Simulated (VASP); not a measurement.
Set up this calculation in VASP 6.6.1, as the native input.

```yaml
Task: relaxation of cell and atoms
Functional: LDA
Potentials_or_basis: VASP PAW LDA potentials, release 64 (Ti_sv, Te)
Cutoff: 600 eV
k_mesh: 12 × 12 × 8
Occupations: gaussian, width 0.03 eV
Spin: no spin polarisation
Dipole_correction: no
Further_INCAR_settings: ALGO = Normal; EDIFF = 1e-07; IBRION = 2; EDIFFG = -0.002; NSW = 80; ISIF = 3
```

The structure of TiTe2 (1T) lies in POSCAR:

```
TiTe2
1.0
    3.7770000000      0.0000000000      0.0000000000
   -1.8885000000      3.2709779501      0.0000000000
    0.0000000000      0.0000000000      6.4980000000
Ti Te
1 2
Direct
    0.0000000000      0.0000000000      0.0000000000
    0.3333333333      0.6666666667      0.2628000000
    0.6666666667      0.3333333333      0.7372000000
```

One way to write it, as run:

INCAR

```
PREC     = Accurate       # precision mode
ENCUT    = 600            # plane-wave cutoff, eV
EDIFF    = 1E-7           # SCF threshold, eV
ISMEAR   = 0              # smearing method
SIGMA    = 0.03           # smearing width, eV
LREAL    = False          # projectors in reciprocal space
LASPH    = True           # aspherical terms in the spheres
NELM     = 100            # most SCF steps
ALGO     = Normal         # electronic algorithm
ISIF     = 3              # what is computed and relaxed
LWAVE    = False          # write WAVECAR
LCHARG   = False          # write CHGCAR
GGA      = CA             # functional
IBRION   = 2              # ionic algorithm
NSW      = 80             # ionic steps
EDIFFG   = -0.002         # ionic threshold
```

KPOINTS

```
regular mesh
0
Gamma
  12 12 8
```

Potentials or basis: VASP PAW LDA potentials, release 64 (Ti_sv, Te).

The run is started by

```bash
$ cat potpaw_LDA.64/Ti_sv/POTCAR potpaw_LDA.64/Te/POTCAR > POTCAR
$ mpirun -np 1 vasp_std > vasp.out
```

It gave:

```yaml
Relaxed_volume: 24.58 Å³/atom
Relaxed_cell: a = 3.666 Å, b = 3.666 Å, c = 6.337 Å, α = 90.00°, β = 90.00°, γ = 120.00°
Space_group_after_relaxing_to_0.05_Å: P-3m1 (No. 164)
Energy_gained_by_relaxing: 25.6 meV/atom
Ionic_steps: 11
Pressure_after_relaxing: 0.0 GPa
Band_gap_on_the_k_mesh: zero (band 12 reaches 8.15 eV, above the bottom of band 13 at 7.29 eV)
```

Caveat: spin-orbit coupling is left out, which moves the levels of the heavy elements.

Run time: 23 min on 1 thread of Intel(R) Xeon(R) Platinum 8259CL CPU @ 2.50GHz (Skylake/Cascade Lake), with other jobs on the host, peak memory 0.35 GiB.
